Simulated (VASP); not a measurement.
Set up this calculation in VASP 6.6.1, as the native input.

| Quantity | Value |
| --- | --- |
| Task | single point |
| Functional | HSE06 |
| Potentials or basis | VASP PAW PBE potentials, release 64 (K_sv, Cl) |
| Cutoff | 520 eV |
| k mesh | 4 × 4 × 4 |
| Occupations | fermi-dirac, width 0.02 eV |
| Spin | no spin polarisation |
| Dipole correction | no |
| Grid for exact exchange (PRECFOCK) | Normal |
| Further INCAR settings | ALGO = Normal; EDIFF = 1e-07; NBANDS = 15 |
| Share of exact exchange | 0.25 |
| Screening parameter | 0.2079 1/Å |

KCl:

```
CELL_PARAMETERS angstrom
0.00000 3.52163 3.52163
3.52163 0.00000 3.52163
3.52163 3.52163 0.00000
ATOMIC_POSITIONS crystal
K 0.00000 0.00000 0.00000
Cl 0.25000 0.25000 0.25000
```

These files were run (other wordings do the same):

POSCAR

```
KCl
1.0
    0.0000000000      3.5216262291      3.5216262291
    3.5216262291      0.0000000000      3.5216262291
    3.5216262291      3.5216262291      0.0000000000
K Cl
1 1
Direct
    0.0000000000      0.0000000000      0.0000000000
    0.2500000000      0.2500000000      0.2500000000
```

INCAR.step1

```
SYSTEM = KCl
ALGO = Normal
EDIFF = 1E-5
ENCUT = 520
GGA = PE
ISIF = 2
ISMEAR = -1
LASPH = .TRUE.
LCHARG = .FALSE.
LREAL = .FALSE.
LWAVE = .TRUE.
NBANDS = 15
NELM = 60
PREC = Accurate
SIGMA = 0.02
```

INCAR.step2

```
SYSTEM = KCl
ALGO = Normal
EDIFF = 1E-7
ENCUT = 520
GGA = PE
HFSCREEN = 0.2079
ISIF = 2
ISMEAR = -1
ISTART = 1
LASPH = .TRUE.
LCHARG = .FALSE.
LHFCALC = .TRUE.
LREAL = .FALSE.
LWAVE = .FALSE.
NBANDS = 15
NELM = 60
PREC = Accurate
PRECFOCK = Normal
SIGMA = 0.02
```

KPOINTS

```
k-points
0
G
  4 4 4
  0 0 0
```

Potentials or basis: VASP PAW PBE potentials, release 64 (K_sv, Cl).

Command:

```sh
$ cat potpaw_PBE.64/K_sv/POTCAR potpaw_PBE.64/Cl/POTCAR > POTCAR
$ cp INCAR.step1 INCAR
$ mpirun -np 1 vasp_std > vasp.out
$ cp INCAR.step2 INCAR
$ mpirun -np 1 vasp_std > vasp.out
```

Results of the run:

| Property | Result |
| --- | --- |
| Pressure | 0.0 GPa |
| Band gap on the k mesh | 5.99 eV (least direct gap 6.02 eV) |

Caveat: the PAW data sets were made with another functional, which shifts forces and pressure a little.

Run time: 5.5 min on 1 thread of Intel(R) Xeon(R) 6975P-C (Granite Rapids) (shared host), peak memory 0.35 GiB.
